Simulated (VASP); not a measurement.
# Tl2Ru (I4/mmm) in VASP: relaxation of cell and atoms with PBE

Aim: the relaxation of cell and atoms of Tl2Ru with PBE.

Program: VASP 6.6.1. These are calculated values, not measurements. Logs are shortened: lines on timing, memory, paths and dates and some standing lists are left out, and cuts for length are marked.

## Step 1: The cell of the first run

The structure is tetragonal, space group I4/mmm (No. 139). Conventional cell: a = 4.504 Å, b = 4.504 Å, c = 7.387 Å, α = 90.00°, β = 90.00°, γ = 90.00°. Tl (site symmetry 4mm) has 1 Tl at 1.37 Å within 1.8 Å. Ru (site symmetry 4/mmm) has 10 Tl at 3.01 to 3.26 Å within 4.0 Å.

## Step 2: Relaxation of cell and atoms, PBE

Contents of INCAR:

```
SYSTEM = Tl2Ru
ALGO = Normal
EDIFF = 1E-7
EDIFFG = -0.04
ENCUT = 560
GGA = PE
GGA_COMPAT = .FALSE.
IBRION = 2
ISIF = 3
ISMEAR = 0
LASPH = .TRUE.
LCHARG = .FALSE.
LREAL = .FALSE.
LWAVE = .FALSE.
NELM = 120
NELMIN = 4
NSW = 90
PREC = Accurate
SIGMA = 0.1
```

Contents of KPOINTS:

```
k-points
0
G
  6 6 6
  0 0 0
```

Contents of POSCAR:

```
Tl2Ru
1.0
   -2.2520333224      2.2520333224      3.6935662202
    2.2520333224     -2.2520333224      3.6935662202
    2.2520333224      2.2520333224     -3.6935662202
Tl Ru
2 1
Direct
    0.5930000000      0.5930000000      0.0000000000
    0.4070000000      0.4070000000      0.0000000000
    0.0000000000      0.0000000000      0.0000000000
```

Potentials or basis: VASP PAW PBE potentials, release 64 (Tl_d, Ru_sv).

On the command line:

```bash
$ cat potpaw_PBE.64/Tl_d/POTCAR potpaw_PBE.64/Ru_sv/POTCAR > POTCAR
$ mpirun -np 1 vasp_std > vasp.out
```

OUTCAR:

```text
SYSTEM = Tl2Ru
   EDIFF = 1E-7
   EDIFFG = -0.04
   ENCUT = 560
   GGA = PE
   IBRION = 2
   ISIF = 3
   ISMEAR = 0
   LASPH = .TRUE.
   LREAL = .FALSE.
   NELM = 120
   NELMIN = 4
   NSW = 90
   PREC = Accurate

 ion  position               nearest neighbor table
   1  0.593  0.593  0.000-   2 1.37   3 3.01   3 3.26   3 3.26   3 3.26   3 3.26   2 3.94   2 3.94
                             2 3.94   2 3.94
   2  0.407  0.407  0.000-   1 1.37   3 3.01   3 3.26   3 3.26   3 3.26   3 3.26   1 3.94   1 3.94
                             1 3.94   1 3.94
   3  0.000  0.000  0.000-   1 3.01   2 3.01   2 3.26   1 3.26   1 3.26   1 3.26   1 3.26   2 3.26
                             2 3.26   2 3.26

 -----------------------------------------------------------------------------
|                                                                             |
|           W    W    AA    RRRRR   N    N  II  N    N   GGGG   !!!           |
|           W    W   A  A   R    R  NN   N  II  NN   N  G    G  !!!           |
|           W    W  A    A  R    R  N N  N  II  N N  N  G       !!!           |
|           W WW W  AAAAAA  RRRRR   N  N N  II  N  N N  G  GGG   !            |
|           WW  WW  A    A  R   R   N   NN  II  N   NN  G    G                |
|           W    W  A    A  R    R  N    N  II  N    N   GGGG   !!!           |
|                                                                             |
|     The distance between some ions is very small. Please check the          |
|     nearest-neighbor list in the OUTCAR file.                               |
|     I HOPE YOU KNOW WHAT YOU ARE DOING!                                     |
|                                                                             |
 -----------------------------------------------------------------------------

  LATTYP: Found a body centered tetragonal cell.
 ALAT       =     4.5040666448
 C/A-ratio  =     1.6401028277

  Lattice vectors:

 A1 = (  -2.2520333224,   2.2520333224,   3.6935662202)
 A2 = (   2.2520333224,  -2.2520333224,   3.6935662202)
 A3 = (   2.2520333224,   2.2520333224,  -3.6935662202)

Analysis of symmetry for initial positions (statically):
=====================================================================
 Subroutine PRICEL returns:
 Original cell was already a primitive cell.

 Routine SETGRP: Setting up the symmetry group for a
 body centered tetragonal supercell.

 Subroutine GETGRP returns: Found 16 space group operations
 (whereof 16 operations were pure point group operations)
 out of a pool of 16 trial point group operations.

The static configuration has the point symmetry D_4h.

Analysis of symmetry for dynamics (positions and initial velocities):
=====================================================================
 Subroutine PRICEL returns:
 Original cell was already a primitive cell.

 Routine SETGRP: Setting up the symmetry group for a
 body centered tetragonal supercell.

 Subroutine GETGRP returns: Found 16 space group operations
 (whereof 16 operations were pure point group operations)
 out of a pool of 16 trial point group operations.

The dynamic configuration has the point symmetry D_4h.

 Subroutine INISYM returns: Found 16 space group operations
 (whereof 16 operations are pure point group operations),
 and found     1 'primitive' translations

----------------------------------------------------------------------------------------

                                     Primitive cell

  volume of cell :      74.9300

  direct lattice vectors                    reciprocal lattice vectors
    -2.252033322  2.252033322  3.693566220     0.000000000  0.222021582  0.135370525
     2.252033322 -2.252033322  3.693566220     0.222021582  0.000000000  0.135370525
     2.252033322  2.252033322 -3.693566220     0.222021582  0.222021582  0.000000000

  length of vectors
     4.877062599  4.877062599  4.877062599     0.260036078  0.260036078  0.313985932

  position of ions in fractional coordinates (direct lattice)
     0.593000000  0.593000000  0.000000000
     0.407000000  0.407000000  0.000000000
     0.000000000  0.000000000  0.000000000

  ion indices of the primitive-cell ions
   primitive index   ion index
                 1           1
                 2           2
                 3           3

----------------------------------------------------------------------------------------

 KPOINTS: k-points

Automatic generation of k-mesh.
 Grid dimensions read from file:
 generate k-points for:    6    6    6

 Generating k-lattice:

  Cartesian coordinates                     Fractional coordinates (reciprocal lattice)
     0.000000000  0.037003597  0.022561754     0.166666667 -0.000000000  0.000000000
     0.037003597  0.000000000  0.022561754    -0.000000000  0.166666667  0.000000000
     0.037003597  0.037003597  0.000000000     0.000000000  0.000000000  0.166666667

  Length of vectors
     0.043339346  0.043339346  0.052330989

  Shift w.r.t. Gamma in fractional coordinates (k-lattice)
     0.000000000  0.000000000  0.000000000

 Subroutine IBZKPT returns following result:
 ===========================================

 Found     30 irreducible k-points:

 Following reciprocal coordinates:
            Coordinates               Weight
  0.000000  0.000000  0.000000      1.000000
  0.166667 -0.000000  0.000000      8.000000
  0.333333  0.000000 -0.000000      8.000000
  0.500000  0.000000  0.000000      4.000000
  0.166667  0.166667  0.000000      8.000000
  0.333333  0.166667 -0.000000     16.000000
[... 16 lines left out ...]
 -0.333333 -0.333333  0.166667      8.000000
 -0.166667 -0.333333  0.166667      8.000000
 [... further k-points ...]
   k-points           NKPTS =     30   k-points in BZ     NKDIM =     30   number of bands    NBANDS=     25
   number of dos      NEDOS =    301   number of ions     NIONS =      3
   total plane-waves  NPLWV =  64000
   dimension x,y,z NGX =    40 NGY =   40 NGZ =   40
   dimension x,y,z NGXF=    80 NGYF=   80 NGZF=   80
   ions per type =               2   1
   NGX,Y,Z   is equivalent  to a cutoff of  13.63, 13.63, 13.63 a.u.
   NGXF,Y,Z  is equivalent  to a cutoff of  27.27, 27.27, 27.27 a.u.
 SYSTEM =  Tl2Ru
   PREC   = accura    normal or accurate (medium, high low for compatibility)
   ISTART =      0    job   : 0-new  1-cont  2-samecut
   ICHARG =      2    charge: 1-file 2-atom 10-const
   ISPIN  =      1    spin polarized calculation?
   LNONCOLLINEAR =      F non collinear calculations
   LSORBIT =      F    spin-orbit coupling
   LASPH  =      T    aspherical Exc in radial PAW
   ENCUT  =  560.0 eV  41.16 Ry    6.42 a.u.   9.41  9.41  9.41*2*pi/ulx,y,z
   NELM   =    120;   NELMIN=  4; NELMDL= -5     # of ELM steps
   EDIFF  = 0.1E-06   stopping-criterion for ELM
   LREAL  =      F    real-space projection
   EDIFFG = -.4E-01   stopping-criterion for IOM
   NSW    =     90    number of steps for IOM
   IBRION =      2    ionic relax: 0-MD 1-quasi-New 2-CG
   NFREE  =      1    steps in history (QN), initial steepest desc. (CG)
   ISIF   =      3    stress and relaxation
   ISYM   =      2    0-nonsym 1-usesym 2-fastsym
   POTIM  = 0.5000    time-step for ionic-motion
   TEBEG  =    0.0;   TEEND  =   0.0 temperature during run
   PSTRESS=    0.0 pullay stress
   NELECT =      42.0000    total number of electrons
   NUPDOWN=      -1.0000    fix difference up-down
   EMIN   =  10.00;   EMAX   =-10.00  energy-range for DOS
   EFERMI =   0.00;   METHOD = LEGACY
   ISMEAR =     0;   SIGMA  =   0.10  broadening in eV -4-tet -1-fermi 0-gaus
   EFERMI_NEDOS =   21; number of points for ismear=-14 and -15
   IALGO  =     38    algorithm
   IMIX   =      4    mixing-type and parameters
     AMIX     =   0.40;   BMIX     =  1.00
     AMIX_MAG =   1.60;   BMIX_MAG =  1.00
  volume/ion in A,a.u.               =      24.98       168.55
  Fermi-wavevector in a.u.,A,eV,Ry     =   1.349810  2.550772 24.789652  1.821988
  Thomas-Fermi vector in A             =   2.477367
   LORBIT       =      0    0 simple, 1 ext, 2 COOP (PROOUT), +10 PAW based schemes
   GGA     = PE    functional components
   LHFCALC =     F    Hartree Fock is set to
   AEXX    =    0.0000 exact exchange contribution
   IVDW    =     0    specifies the selected vdW correction
   LEPSILON=     F    determine dielectric tensor
   LRPA    =     F    only Hartree local field effects (RPA)
 conjugate gradient relaxation of ions
 non-spin polarized calculation
 Gauss-broadening in eV      SIGMA  =   0.10
  energy-cutoff  :      560.00
  volume of cell :       74.93
 maximum number of plane-waves:      2295
 NGX is ok and might be reduce to    40
   NGX = 19   NGY = 19   NGZ = 19

--------------------------------------- Ionic step        1  -------------------------------------------

 number of electron      42.0000006 magnetization

 Free energy of the ion-electron system (eV)
  ---------------------------------------------------
  ext. energy  EPLUGINS =         0.00000000
  ---------------------------------------------------
  free energy    TOTEN  =        51.17311391 eV

  energy without entropy =       51.19800381  energy(sigma->0) =       51.18555886

------------------------ aborting loop because EDIFF is reached ----------------------------------------

  FORCE on cell =-STRESS in cart. coord.  units (eV):
  Direction    XX          YY          ZZ          XY          YZ          ZX
  --------------------------------------------------------------------------------------
  -------------------------------------------------------------------------------------
  Total       -6.1381521     -6.1381521    248.7113417      0.0000000      0.0000000     -0.0000000
  in kB     -131.2480081   -131.2480081   5318.0285823      0.0000000      0.0000000     -0.0000000
  external PRESSURE =    1685.1775220 kB  Pullay stress =       0.0000000 kB
[... 719 lines left out ...]
 VOLUME and BASIS-vectors are now :
 -----------------------------------------------------------------------------
  energy-cutoff  :      560.00
  volume of cell :      304.31
      direct lattice vectors                 reciprocal lattice vectors
    -2.029742059  2.029742059 18.465978446     0.000000000  0.246336719  0.027076821
     2.029742059 -2.029742059 18.465978446     0.246336719  0.000000000  0.027076821
     2.029742059  2.029742059-18.465978446     0.246336719  0.246336719  0.000000000

 POSITION                                       TOTAL-FORCE (eV/Angst)
 -----------------------------------------------------------------------------------
      2.02974      2.02974     11.05119         0.000000      0.000000      1.962450
      2.02974      2.02974    -11.05119        -0.000000     -0.000000     -1.962450
      0.00000      0.00000      0.00000        -0.000000     -0.000000      0.000000
 -----------------------------------------------------------------------------------
    total drift:                               -0.000000      0.000000     -0.000000

  FREE ENERGIE OF THE ION-ELECTRON SYSTEM (eV)
  ---------------------------------------------------
  free  energy   TOTEN  =       495.2856135756 eV
[... 1397 lines left out ...]
     24      14.0658      0.00000
     25      16.4222      0.00000

 [... further k-points ...]

[... ionic steps 4 to 34 ...]

--------------------------------------- Ionic step       35  -------------------------------------------

 number of electron      42.0000005 magnetization

------------------------ aborting loop because EDIFF is reached ----------------------------------------

  FORCE on cell =-STRESS in cart. coord.  units (eV):
  Direction    XX          YY          ZZ          XY          YZ          ZX
  --------------------------------------------------------------------------------------
  -------------------------------------------------------------------------------------
  Total       -0.7280109     -0.7280109     -0.8348053      0.0000000      0.0000000     -0.0000000
  in kB      -17.7568791    -17.7568791    -20.3616960      0.0000000      0.0000000     -0.0000000
  external PRESSURE =     -18.6251514 kB  Pullay stress =       0.0000000 kB
[... 59 lines left out ...]
  energy  without entropy=      -11.8641310197  energy(sigma->0) =      -11.86932850

--------------------------------------- Ionic step       37  -------------------------------------------

 number of electron      42.0000003 magnetization

 Free energy of the ion-electron system (eV)
  ---------------------------------------------------
  ext. energy  EPLUGINS =         0.00000000
  ---------------------------------------------------
  free energy    TOTEN  =       -11.87661293 eV

  energy without entropy =      -11.86670485  energy(sigma->0) =      -11.87165889

 E-fermi :   9.0875     XC(G=0): -11.6180

 val. band max:        9.0683708815   @ k =  -0.1667   0.5000   0.1667
 cond. band min:       9.1178693379   @ k =  -0.3333   0.5000   0.1667
 fundamental gap:      0.0494984564
 Fermi energy:         9.0875472074

 k-point     1 :       0.0000    0.0000    0.0000
  band No.  band energies     occupation
      1     -62.6852      2.00000
      2     -32.7480      2.00000
      3     -32.7480      2.00000
      4     -32.6719      2.00000
      5      -2.6293      2.00000
      6      -2.4890      2.00000
[... 693 lines left out ...]
  FREE ENERGIE OF THE ION-ELECTRON SYSTEM (eV)
  ---------------------------------------------------
  free  energy   TOTEN  =       -11.8766129344 eV

  energy  without entropy=      -11.8667048504  energy(sigma->0) =      -11.87165889

 reached required accuracy - stopping structural energy minimisation
```

Wall time 21 min (1 thread of Intel Xeon Platinum 8559C (Emerald Rapids), shared host); peak memory 0.29 GiB.

What came out:

- Free energy: -11.8766 eV
- Relaxed volume: 21.37 Å³/atom
- Relaxed cell: a = 5.898 Å, b = 5.898 Å, c = 5.898 Å, α = 145.93°, β = 145.93°, γ = 48.95°
- Space group after relaxing (to 0.1 Å): I4/mmm (No. 139)
- Pressure after relaxing: 0.0 GPa
- Largest force after relaxing: 0.009 eV/Å
- Band gap on the k mesh: zero (bands 21 and 22 overlap by 0.42 eV)

Forces in eV/Å, atoms in the order of the input:
```
Tl   0.000  0.000  0.009
Tl   0.000  0.000 -0.009
Ru   0.000  0.000  0.000
```

Final structure:
```
CELL_PARAMETERS angstrom
-1.72792 1.72792 5.36803
1.72792 -1.72792 5.36803
1.72792 1.72792 -5.36803
ATOMIC_POSITIONS crystal
Tl 0.64521 0.64521 0.00000
Tl 0.35479 0.35479 0.00000
Ru 0.00000 0.00000 0.00000
```

Caveat: a cell axis changed by over 15 % at a fixed basis, so the end point is rough; spin-orbit coupling is left out, which moves the levels of the heavy elements.

The gap in the log of VASP goes by the Fermi energy; the results here count the filled bands.